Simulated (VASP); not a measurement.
Runs of VASP 6.6.1 on ZnS. The structure is that of space group Fm-3m (No. 225), or close to it. The cells are those of the table. 

| level | cell | k mesh | gap on the mesh (eV) | pressure (GPa) |
| --- | --- | --- | --- | --- |
| r2SCAN | a = 3.610 Å, angles 60.0°, 2 atoms | 12 × 12 × 12 | 0.15 | -2.2 |
| PBE | a = 3.631 Å, angles 60.0°, 2 atoms | 6 × 6 × 6 | none | (b) |
| r2SCAN | a = 3.591 Å, angles 60.0°, 2 atoms | 12 × 12 × 12 | 0.15 | -0.6 |
| PBE | a = 3.610 Å, angles 60.0°, 2 atoms | 6 × 6 × 6 | none | (a) |
| PBE | a = 3.654 Å, angles 60.0°, 2 atoms | 6 × 6 × 6 | none | -2.8 |

Alike in all rows: task single point; potentials or basis VASP PAW PBE potentials, release 64 (S, Zn); no spin polarisation; cutoff (eV) 520; smearing gaussian 0.05 eV.

Fill in the values left out.

(a) 0.1; (b) -1.3.

Caveats: semilocal functionals underestimate gaps, so a narrow gap can read as zero (at least some runs); the PAW data sets were made with another functional, which shifts forces and pressure a little (at least some runs).

A k mesh can miss the band edges.

A gap of «none» marks levels without a gap at the run's occupations.
